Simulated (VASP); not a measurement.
# ZnSe (P6_3/mmc) in VASP: notebook

The runs below take ZnSe through single point, with PBE, r2SCAN.

All numbers are computed with VASP 6.6.1; they aren't measurements. Logs are shortened: lines on timing, memory, paths and dates and some standing lists are left out, and cuts for length are marked.

### 1 The cell of the first run

The structure is hexagonal, space group P6_3/mmc (No. 194). Conventional cell: a = 3.780 Å, b = 3.780 Å, c = 6.132 Å, α = 90.00°, β = 90.00°, γ = 120.00°. Within 3.5 Å of Zn (site symmetry -3m) lie 6 Se at 2.67 Å and 2 Zn at 3.07 Å. Within 3.5 Å of Se (site symmetry -6m2) lie 6 Zn at 2.67 Å.

### 2 Single point, PBE

INCAR

```
SYSTEM = ZnSe
ALGO = Normal ; EDIFF = 1E-7
ENCUT = 520 ; GGA = PE
ISIF = 2 ; ISMEAR = -1
LASPH = .True. ; LCHARG = .False.
LREAL = .False. ; LWAVE = .False.
NBANDS = 26 ; NELM = 100
PREC = Accurate ; SIGMA = 0.02
```

KPOINTS

```
k-points
0
Gamma
  6 6 4
  0 0 0
```

POSCAR

```
ZnSe
1.0
    3.7796697619      0.0000000000      0.0000000000
   -1.8898348810      3.2732900317      0.0000000000
    0.0000000000      0.0000000000      6.1318974053
Zn Se
2 2
Direct
    0.0000000000      0.0000000000      0.0000000000
    0.0000000000      0.0000000000      0.5000000000
    0.3333333333      0.6666666667      0.2500000000
    0.6666666667      0.3333333333      0.7500000000
```

Potentials or basis: VASP PAW PBE potentials, release 64 (Zn, Se).

Run with:

```
$ cat potpaw_PBE.64/Zn/POTCAR potpaw_PBE.64/Se/POTCAR > POTCAR
$ mpirun -np 1 vasp_std > vasp.out
```

OUTCAR:

```text
SYSTEM = ZnSe
   EDIFF = 1E-7
   ENCUT = 520
   GGA = PE
   ISIF = 2
   ISMEAR = -1
   LASPH = .True.
   LREAL = .False.
   NELM = 100
   PREC = Accurate

 ion  position               nearest neighbor table
   1  0.000  0.000  0.000-   3 2.67   4 2.67   4 2.67   3 2.67   4 2.67   3 2.67
   2  0.000  0.000  0.500-   3 2.67   4 2.67   4 2.67   3 2.67   4 2.67   3 2.67
   3  0.333  0.667  0.250-   1 2.67   2 2.67   1 2.67   2 2.67   1 2.67   2 2.67
   4  0.667  0.333  0.750-   1 2.67   2 2.67   1 2.67   2 2.67   1 2.67   2 2.67

  LATTYP: Found a hexagonal cell.
 ALAT       =     3.7796697619
 C/A-ratio  =     1.6223368155

  Lattice vectors:

 A1 = (   3.7796697619,   0.0000000000,   0.0000000000)
 A2 = (  -1.8898348810,   3.2732900317,   0.0000000000)
 A3 = (   0.0000000000,   0.0000000000,   6.1318974053)

Analysis of symmetry for initial positions (statically):
=====================================================================
 Subroutine PRICEL returns:
 Original cell was already a primitive cell.

 Routine SETGRP: Setting up the symmetry group for a
 hexagonal supercell.

 Subroutine GETGRP returns: Found 24 space group operations
 (whereof 12 operations were pure point group operations)
 out of a pool of 24 trial point group operations.

The static configuration has the point symmetry D_3d.
 The point group associated with its full space group is D_6h.

Analysis of symmetry for dynamics (positions and initial velocities):
=====================================================================
 Subroutine PRICEL returns:
 Original cell was already a primitive cell.

 Routine SETGRP: Setting up the symmetry group for a
 hexagonal supercell.

 Subroutine GETGRP returns: Found 24 space group operations
 (whereof 12 operations were pure point group operations)
 out of a pool of 24 trial point group operations.

The dynamic configuration has the point symmetry D_3d.
 The point group associated with its full space group is D_6h.

 Subroutine INISYM returns: Found 24 space group operations
 (whereof 12 operations are pure point group operations),
 and found     1 'primitive' translations

----------------------------------------------------------------------------------------

                                     Primitive cell

  volume of cell :      75.8636

  direct lattice vectors                    reciprocal lattice vectors
     3.779669762  0.000000000  0.000000000     0.264573379  0.152751512  0.000000000
    -1.889834881  3.273290032  0.000000000     0.000000000  0.305503023  0.000000000
     0.000000000  0.000000000  6.131897405     0.000000000  0.000000000  0.163081659

  length of vectors
     3.779669762  3.779669762  6.131897405     0.305503023  0.305503023  0.163081659

  position of ions in fractional coordinates (direct lattice)
     0.000000000  0.000000000  0.000000000
     0.000000000  0.000000000  0.500000000
     0.333333333  0.666666667  0.250000000
     0.666666667  0.333333333  0.750000000

  ion indices of the primitive-cell ions
   primitive index   ion index
                 1           1
                 2           2
                 3           3
                 4           4

----------------------------------------------------------------------------------------

 KPOINTS: k-points

Automatic generation of k-mesh.
 Grid dimensions read from file:
 generate k-points for:    6    6    4

 Generating k-lattice:

  Cartesian coordinates                     Fractional coordinates (reciprocal lattice)
     0.044095563  0.025458585  0.000000000     0.166666667  0.000000000  0.000000000
     0.000000000  0.050917171  0.000000000     0.000000000  0.166666667  0.000000000
     0.000000000  0.000000000  0.040770415     0.000000000  0.000000000  0.250000000

  Length of vectors
     0.050917171  0.050917171  0.040770415

  Shift w.r.t. Gamma in fractional coordinates (k-lattice)
     0.000000000  0.000000000  0.000000000

 Subroutine IBZKPT returns following result:
 ===========================================

 Found     21 irreducible k-points:

 Following reciprocal coordinates:
            Coordinates               Weight
  0.000000  0.000000  0.000000      1.000000
  0.166667  0.000000  0.000000      6.000000
  0.333333  0.000000  0.000000      6.000000
  0.500000  0.000000  0.000000      3.000000
  0.166667  0.166667  0.000000      6.000000
  0.333333  0.166667  0.000000     12.000000
[... 13 lines left out ...]
  0.333333  0.166667  0.500000     12.000000
  0.333333  0.333333  0.500000      2.000000
   k-points           NKPTS =     21   k-points in BZ     NKDIM =     21   number of bands    NBANDS=     26
   number of dos      NEDOS =    301   number of ions     NIONS =      4
   total plane-waves  NPLWV =  37632
   dimension x,y,z NGX =    28 NGY =   28 NGZ =   48
   dimension x,y,z NGXF=    56 NGYF=   56 NGZF=   96
   ions per type =               2   2
   NGX,Y,Z   is equivalent  to a cutoff of  12.32, 12.32, 13.01 a.u.
   NGXF,Y,Z  is equivalent  to a cutoff of  24.63, 24.63, 26.03 a.u.
 SYSTEM =  ZnSe
   PREC   = accura    normal or accurate (medium, high low for compatibility)
   ISTART =      0    job   : 0-new  1-cont  2-samecut
   ICHARG =      2    charge: 1-file 2-atom 10-const
   ISPIN  =      1    spin polarized calculation?
   LNONCOLLINEAR =      F non collinear calculations
   LSORBIT =      F    spin-orbit coupling
   LASPH  =      T    aspherical Exc in radial PAW
   ENCUT  =  520.0 eV  38.22 Ry    6.18 a.u.   7.03  7.03 11.40*2*pi/ulx,y,z
   NELM   =    100;   NELMIN=  2; NELMDL= -5     # of ELM steps
   EDIFF  = 0.1E-06   stopping-criterion for ELM
   LREAL  =      F    real-space projection
   EDIFFG = 0.1E-05   stopping-criterion for IOM
   NSW    =      0    number of steps for IOM
   IBRION =     -1    ionic relax: 0-MD 1-quasi-New 2-CG
   NFREE  =      0    steps in history (QN), initial steepest desc. (CG)
   ISIF   =      2    stress and relaxation
   ISYM   =      2    0-nonsym 1-usesym 2-fastsym
   POTIM  = 0.5000    time-step for ionic-motion
   TEBEG  =    0.0;   TEEND  =   0.0 temperature during run
   PSTRESS=    0.0 pullay stress
   NELECT =      36.0000    total number of electrons
   NUPDOWN=      -1.0000    fix difference up-down
   EMIN   =  10.00;   EMAX   =-10.00  energy-range for DOS
   EFERMI =   0.00;   METHOD = LEGACY
   ISMEAR =    -1;   SIGMA  =   0.02  broadening in eV -4-tet -1-fermi 0-gaus
   EFERMI_NEDOS =   21; number of points for ismear=-14 and -15
   IALGO  =     38    algorithm
   IMIX   =      4    mixing-type and parameters
     AMIX     =   0.40;   BMIX     =  1.00
     AMIX_MAG =   1.60;   BMIX_MAG =  1.00
  volume/ion in A,a.u.               =      18.97       127.99
  Fermi-wavevector in a.u.,A,eV,Ry     =   1.276923  2.413034 22.184727  1.630531
  Thomas-Fermi vector in A             =   2.409551
   LORBIT       =      0    0 simple, 1 ext, 2 COOP (PROOUT), +10 PAW based schemes
   GGA     = PE    functional components
[... 5 lines left out ...]
 non-spin polarized calculation
  energy-cutoff  :      520.00
  volume of cell :       75.86
 maximum number of plane-waves:      2058
   NGX = 15   NGY = 15   NGZ = 23

 number of electron      36.0000030 magnetization

 Free energy of the ion-electron system (eV)
  ---------------------------------------------------
  ext. energy  EPLUGINS =         0.00000000
  ---------------------------------------------------
  free energy    TOTEN  =       -10.76244504 eV

  energy without entropy =      -10.76129878  energy(sigma->0) =      -10.76187191

 E-fermi :   3.3455     XC(G=0): -10.4779

 val. band max:        3.3306481146   @ k =   0.1667   0.0000   0.0000
 cond. band min:       3.7975318166   @ k =   0.0000   0.0000   0.0000
 fundamental gap:      0.4668837020
 Fermi energy:         3.3454530137

 k-point     1 :       0.0000    0.0000    0.0000
  band No.  band energies     occupation
      1     -10.6475      2.00000
      2      -9.2052      2.00000
      3      -3.8686      2.00000
      4      -3.6408      2.00000
      5      -3.6408      2.00000
      6      -3.5710      2.00000
[... 18 lines left out ...]
     25      10.9466      0.00000
     26      11.3607      0.00000

 k-point     2 :       0.1667    0.0000    0.0000
  band No.  band energies     occupation
      1     -10.3982      2.00000
      2      -9.1178      2.00000
      3      -3.6597      2.00000
      4      -3.6307      2.00000
      5      -3.5780      2.00000
      6      -3.5400      2.00000
[... 18 lines left out ...]
     25      10.7488      0.00000
     26      11.4960      0.00000

 k-point     3 :       0.3333    0.0000    0.0000
  band No.  band energies     occupation
      1      -9.7637      2.00000
      2      -8.9758      2.00000
      3      -3.7060      2.00000
      4      -3.6404      2.00000
      5      -3.5574      2.00000
      6      -3.4854      2.00000
[... 18 lines left out ...]
     25      11.7659      0.00000
     26      12.6676      0.00000

 k-point     4 :       0.5000    0.0000    0.0000
  band No.  band energies     occupation
      1      -9.2209      2.00000
      2      -9.0523      2.00000
      3      -4.0096      2.00000
      4      -3.6563      2.00000
      5      -3.6058      2.00000
      6      -3.5090      2.00000
[... 18 lines left out ...]
     25      11.9421      0.00000
     26      14.3801      0.00000
[... 409 lines left out ...]
      1      -9.5170      2.00000
      2      -9.5170      2.00000
      3      -3.5971      2.00000
      4      -3.5971      2.00000
      5      -3.4962      2.00000
      6      -3.4962      2.00000
[... 18 lines left out ...]
     25      11.7937      0.00000
     26      11.7937      0.00000

 k-point    20 :       0.3333    0.1667    0.5000
  band No.  band energies     occupation
      1      -9.1324      2.00000
      2      -9.1324      2.00000
      3      -3.5620      2.00000
      4      -3.5620      2.00000
      5      -3.5062      2.00000
      6      -3.5062      2.00000
[... 18 lines left out ...]
     25      12.9166      0.00000
     26      12.9166      0.00000

 k-point    21 :       0.3333    0.3333    0.5000
  band No.  band energies     occupation
      1      -8.9967      2.00000
      2      -8.9967      2.00000
      3      -3.5981      2.00000
      4      -3.5981      2.00000
      5      -3.4120      2.00000
      6      -3.4120      2.00000
[... 18 lines left out ...]
     25      12.8033      0.00000
     26      12.8033      0.00000

------------------------ aborting loop because EDIFF is reached ----------------------------------------

  FORCE on cell =-STRESS in cart. coord.  units (eV):
  Direction    XX          YY          ZZ          XY          YZ          ZX
  --------------------------------------------------------------------------------------
  -------------------------------------------------------------------------------------
  Total        1.1563836      1.1563836      1.1026080     -0.0000000      0.0000000     -0.0000000
  in kB       24.4218917     24.4218917     23.2861927     -0.0000000      0.0000000     -0.0000000
  external PRESSURE =      24.0433253 kB  Pullay stress =       0.0000000 kB

 VOLUME and BASIS-vectors are now :
 -----------------------------------------------------------------------------
  energy-cutoff  :      520.00
  volume of cell :       75.86
      direct lattice vectors                 reciprocal lattice vectors
     3.779669762  0.000000000  0.000000000     0.264573379  0.152751512  0.000000000
    -1.889834881  3.273290032  0.000000000     0.000000000  0.305503023  0.000000000
     0.000000000  0.000000000  6.131897405     0.000000000  0.000000000  0.163081659

 POSITION                                       TOTAL-FORCE (eV/Angst)
 -----------------------------------------------------------------------------------
      0.00000      0.00000      0.00000         0.000000      0.000000     -0.000000
      0.00000      0.00000      3.06595         0.000000      0.000000     -0.000000
     -0.00000      2.18219      1.53297         0.000000      0.000000     -0.000000
      1.88983      1.09110      4.59892        -0.000000      0.000000      0.000000
 -----------------------------------------------------------------------------------
    total drift:                               -0.000000      0.000000      0.000000

  FREE ENERGIE OF THE ION-ELECTRON SYSTEM (eV)
  ---------------------------------------------------
  free  energy   TOTEN  =       -10.7624450402 eV

  energy  without entropy=      -10.7612987789  energy(sigma->0) =      -10.76187191
```

Run time: 34 s. Hardware: 1 thread of AMD EPYC 7R43 (Zen 3), shared host; peak memory 0.16 GiB.

What came out:

```yaml
Free_energy: -10.7624 eV
Pressure: 2.4 GPa
Band_gap_on_the_k_mesh: zero (band 18 reaches 3.33 eV, above the bottom of band 19 at 2.90 eV)
```

Levels at points of the mesh, in eV from the Fermi level:
| k point | band 14 | band 15 | band 16 | band 17 | band 18 | band 19 | band 20 | band 21 | band 22 | band 23 |
| --- | --- | --- | --- | --- | --- | --- | --- | --- | --- | --- |
| (0.00, 0.00, 0.00) | -0.66 | -0.66 | -0.44 | -0.19 | -0.19 | 0.45 | 2.95 | 6.03 | 6.03 | 7.44 |
| (0.50, 0.00, 0.00) | -4.51 | -3.72 | -2.58 | -2.39 | -0.16 | 2.02 | 2.79 | 3.41 | 4.93 | 7.41 |
| (0.00, 0.00, 0.50) | -3.99 | -0.38 | -0.38 | -0.38 | -0.38 | 2.81 | 2.81 | 6.06 | 6.06 | 6.06 |
| (0.50, 0.00, 0.50) | -5.64 | -1.66 | -1.66 | -1.58 | -1.58 | 1.45 | 1.45 | 4.98 | 4.98 | 7.71 |

### 3 Single point, PBE

INCAR

```
PREC     = Accurate       # precision mode
ENCUT    = 520            # plane-wave cutoff, eV
EDIFF    = 1E-7           # SCF threshold, eV
ISMEAR   = -1             # smearing method
SIGMA    = 0.02           # smearing width, eV
LREAL    = False          # projectors in reciprocal space
LASPH    = True           # aspherical terms in the spheres
NELM     = 100            # most SCF steps
ALGO     = Normal         # electronic algorithm
ISIF     = 2              # what is computed and relaxed
LWAVE    = False          # write WAVECAR
LCHARG   = False          # write CHGCAR
GGA      = PE             # functional
NBANDS   = 26             # bands
```

KPOINTS

```
Automatic mesh
0
Gamma
  6 6 4
```

POSCAR is that of step 2.

Potentials or basis: VASP PAW PBE potentials, release 64 (Zn, Se).

Run with:

```
$ cat potpaw_PBE.64/Zn/POTCAR potpaw_PBE.64/Se/POTCAR > POTCAR
$ mpirun -np 1 vasp_std > vasp.out
```

Run time: 34 s. Hardware: 1 thread of AMD EPYC 7R43 (Zen 3), shared host; peak memory 0.16 GiB.

Results (log left out):

| Item | Value |
| --- | --- |
| Free energy | -10.7624 eV |
| Pressure | 2.4 GPa |
| Band gap on the k mesh | zero (band 18 reaches 3.33 eV, above the bottom of band 19 at 2.90 eV) |

Stress tensor (GPa, compression positive):
```
2.44 0.00 0.00
0.00 2.44 0.00
0.00 0.00 2.33
```

Levels at points of the mesh, in eV from the Fermi level:
```csv
k point,band 14,band 15,band 16,band 17,band 18,band 19,band 20,band 21,band 22,band 23
"(0.00, 0.00, 0.00)",-0.66,-0.66,-0.44,-0.19,-0.19,0.45,2.95,6.03,6.03,7.44
"(0.50, 0.00, 0.00)",-4.51,-3.72,-2.58,-2.39,-0.16,2.02,2.79,3.41,4.93,7.41
"(0.00, 0.00, 0.50)",-3.99,-0.38,-0.38,-0.38,-0.38,2.81,2.81,6.06,6.06,6.06
"(0.50, 0.00, 0.50)",-5.64,-1.66,-1.66,-1.58,-1.58,1.45,1.45,4.98,4.98,7.71
```

[end of part 1 of 2]
